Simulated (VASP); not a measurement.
Write the native input for VASP 6.6.1 that does the following.

```
Task                   : single point
Functional             : PBE
Potentials or basis    : VASP PAW PBE potentials, release 64 (Ga_d)
Cutoff                 : 520 eV
k mesh                 : 8 × 8 × 6
Occupations            : gaussian, width 0.1 eV
Spin                   : no spin polarisation
Dipole correction      : no
Further INCAR settings : ALGO = Normal; EDIFF = 1e-06; NBANDS = 12
```

The structure of Ga lies in POSCAR:

```
Ga
1.0
    2.7427008381      0.0000000000      0.0000000000
    0.0000000000      2.7427008381      0.0000000000
    0.0000000000      0.0000000000      2.6944454522
Ga
1
Direct
    0.0000000000      0.0000000000      0.5000000000
```

One way to write it, as run:

INCAR

```
  ALGO = Normal
  EDIFF = 1E-6
  ENCUT = 520
  GGA = PE
  ISIF = 2
  ISMEAR = 0
  LASPH = True
  LCHARG = False
  LREAL = False
  LWAVE = False
  NBANDS = 12
  NELM = 80
  PREC = Accurate
  SIGMA = 0.1
```

KPOINTS

```
k-points
0
Gamma
  8 8 6
```

Potentials or basis: VASP PAW PBE potentials, release 64 (Ga_d).

Command:

```bash
$ cat potpaw_PBE.64/Ga_d/POTCAR > POTCAR
$ mpirun -np 1 vasp_std > vasp.out
```

Results of the run:

```
Pressure : 0.1 GPa
```

Caveat: the k points lie up to 0.39 Å⁻¹ apart.

Run time: 3.8 s on 1 thread of Intel(R) Xeon(R) 6975P-C (Granite Rapids) (shared host), peak memory 0.12 GiB.
